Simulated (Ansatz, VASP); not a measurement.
**One calculation of PbS, two programs**

```
Pb S
1.0
     0.00000    2.96500    2.96500
     2.96500    0.00000    2.96500
     2.96500    2.96500    0.00000
Pb S
1 1
Direct
  0.00000 0.00000 0.00000
  0.50243 0.50243 0.50243
```

Change from the starting cell: all S atoms moved +0.025 Å, as atom 2 along Cartesian [1 1 1].

Alike in both runs: task single point; functional r2SCAN; k mesh 8 × 8 × 8; occupations gaussian, width 0.05 eV; no spin polarisation.

```csv
,VASP,Ansatz
version,VASP 6.6.1,Ansatz 0.2.0
potentials or method,"VASP PAW PBE potentials, release 64 (Pb_d, S), cutoff 550 eV","scalar-relativistic, plane waves, PAW"
valence electrons in the cell,20,20
```

Ansatz gave:

```
gap on the k mesh at the Fermi level (eV) : 0.61
least direct gap on the mesh (eV)         : 0.61
pressure (GPa)                            : 1.4
rms of the force components (eV/Å)        : 0.005
```

Problem. What did VASP give for the same quantities?

Solution. gap on the k mesh at the Fermi level (eV): 0.62; least direct gap on the mesh (eV): 0.62; pressure (GPa): 1.4; rms of the force components (eV/Å): 0.006.

VASP's potentials were made for PBE, not for r2SCAN. Atom by atom the forces differ by 0.001 eV/Å (rms over components).

Spin-orbit coupling is off throughout.
